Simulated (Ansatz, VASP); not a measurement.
## PbS: VASP beside Ansatz

The input INCAR:

```
PREC     = Accurate       # precision mode
ENCUT    = 520            # plane-wave cutoff, eV
EDIFF    = 1E-6           # SCF threshold, eV
ISMEAR   = 0              # smearing method
SIGMA    = 0.1            # smearing width, eV
LREAL    = F              # projectors in reciprocal space
LASPH    = T              # aspherical terms in the spheres
NELM     = 60             # most SCF steps
ALGO     = Normal         # electronic algorithm
ISIF     = 2              # what is computed and relaxed
LWAVE    = F              # write WAVECAR
LCHARG   = F              # write CHGCAR
GGA      = PE             # functional
NBANDS   = 28             # bands
```

The input KPOINTS:

```
Automatic mesh
0
Gamma
  4 4 4
```

The input POSCAR:

```
PbS
1.0
    4.1120510200      0.0000000000      0.0000000000
    0.0000000000      4.1120510200      0.0000000000
    0.0000000000      0.0000000000      6.1638632200
Pb S
2 2
Direct
    0.5000000000      0.0000000000      0.7736028000
    0.0000000000      0.5000000000      0.2263972000
    0.5000000000      0.0000000000      0.2701673200
    0.0000000000      0.5000000000      0.7298326800
```

Input for Ansatz:

```yaml
crystal:
  lattice:
    - [4.11205102, 0.0, 0.0]
    - [0.0, 4.11205102, 0.0]
    - [0.0, 0.0, 6.16386322]
  atoms:
    - { symbol: Pb, position: [0.5, 0.0, 0.7736028] }
    - { symbol: Pb, position: [0.0, 0.5, 0.2263972] }
    - { symbol: S, position: [0.5, 0.0, 0.27016732] }
    - { symbol: S, position: [0.0, 0.5, 0.72983268] }
basis:
  ecutwfc: 420
kpoints:
  mp_grid: { grid: [4, 4, 4] }
hamiltonian:
  xc: pbe
scf:
  occupations: { method: gaussian, width: 0.1 }
  lower_state_search: "off"
output:
  forces: true
  stress: true
  eigenvalues: true
```

Alike in both runs: task single point; functional PBE; k mesh 4 × 4 × 4; occupations gaussian, width 0.1 eV; no spin polarisation.

|  | VASP | Ansatz |
| --- | --- | --- |
| version | VASP 6.6.1 | Ansatz 0.2.0 |
| potentials or method | VASP PAW PBE potentials, release 64 (Pb_d, S), cutoff 520 eV | scalar-relativistic, plane waves, PAW |
| valence electrons in the cell | 40 | 40 |

Ansatz gave:

| Property | Result |
| --- | --- |
| gap on the k mesh at the Fermi level (eV) | 0.76 |
| least direct gap on the mesh (eV) | 0.76 |
| pressure (GPa) | 2.4 |
| traceless stress, the component that is largest in VASP (GPa) | -3.86 |
| rms of the force components (eV/Å) | 0.129 |

**Question.** What did VASP give for the same quantities?

**Answer.** gap on the k mesh at the Fermi level (eV): 0.77; least direct gap on the mesh (eV): 0.77; pressure (GPa): 2.3; traceless stress, the component that is largest in VASP (GPa): -3.86; rms of the force components (eV/Å): 0.127.

Atom by atom the forces differ by 0.002 eV/Å (rms over components). The functional is the same, so the differences come from potentials, cutoffs and numerics.

Neither program's run includes spin-orbit coupling.
